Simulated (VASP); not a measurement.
Set up this calculation in VASP 6.6.1, as the native input.

```yaml
Task: single point
Functional: r2SCAN
Potentials_or_basis: VASP PAW PBE potentials, release 64 (Fe)
Cutoff: 520 eV
k_mesh: 22 × 22 × 22
Occupations: gaussian, width 0.05 eV
Spin: collinear spin, ferromagnetic start
Starting_moments: "[3.1] μB"
Dipole_correction: no
Further_INCAR_settings: ALGO = Normal; EDIFF = 1e-07; NBANDS = 14
```

Crystal: Fe.

```xyz
1
Lattice="-1.4341 1.4341 1.4341 1.4341 -1.4341 1.4341 1.4341 1.4341 -1.4341" Properties=species:S:1:pos:R:3 pbc="T T T"
Fe    0.0000    0.0000    0.0000
```

One way to write it, as run:

POSCAR

```
Fe
1.0
   -1.4341180426      1.4341180426      1.4341180426
    1.4341180426     -1.4341180426      1.4341180426
    1.4341180426      1.4341180426     -1.4341180426
Fe
1
Direct
    0.0000000000      0.0000000000      0.0000000000
```

INCAR.step1

```
  ALGO = Normal
  EDIFF = 1E-4
  ENCUT = 520
  GGA = PE
  ISMEAR = 0
  ISPIN = 2
  LASPH = T
  LCHARG = F
  LMAXMIX = 4
  LREAL = F
  LWAVE = T
  MAGMOM = 3.1
  NBANDS = 14
  NELM = 150
  PREC = Accurate
  SIGMA = 0.05
```

INCAR.step2

```
  ALGO = Normal
  EDIFF = 1E-7
  ENCUT = 520
  ISIF = 2
  ISMEAR = 0
  ISPIN = 2
  ISTART = 1
  LASPH = T
  LCHARG = F
  LMAXMIX = 4
  LMIXTAU = T
  LORBIT = 11
  LREAL = F
  LWAVE = F
  MAGMOM = 3.1
  METAGGA = R2SCAN
  NBANDS = 14
  NELM = 150
  PREC = Accurate
  SIGMA = 0.05
```

KPOINTS

```
k-points
0
Gamma
  22 22 22
```

Potentials or basis: VASP PAW PBE potentials, release 64 (Fe).

Launch:

```sh
$ cat potpaw_PBE.64/Fe/POTCAR > POTCAR
$ cp INCAR.step1 INCAR
$ mpirun -np 1 vasp_std > vasp.out
$ cp INCAR.step2 INCAR
$ mpirun -np 1 vasp_std > vasp.out
```

Results of the run:

* Pressure: -0.3 GPa
* Net moment: 2.66 μB per cell
* Site moments: Fe +2.73 μB
* Valence electrons inside the program's atomic spheres: Fe 7.19

Caveat: the PAW data sets were made with another functional, which shifts forces and pressure a little.

It took 2.6 min on 1 thread of Intel(R) Xeon(R) 6975P-C (Granite Rapids) (shared host), peak memory 0.19 GiB.
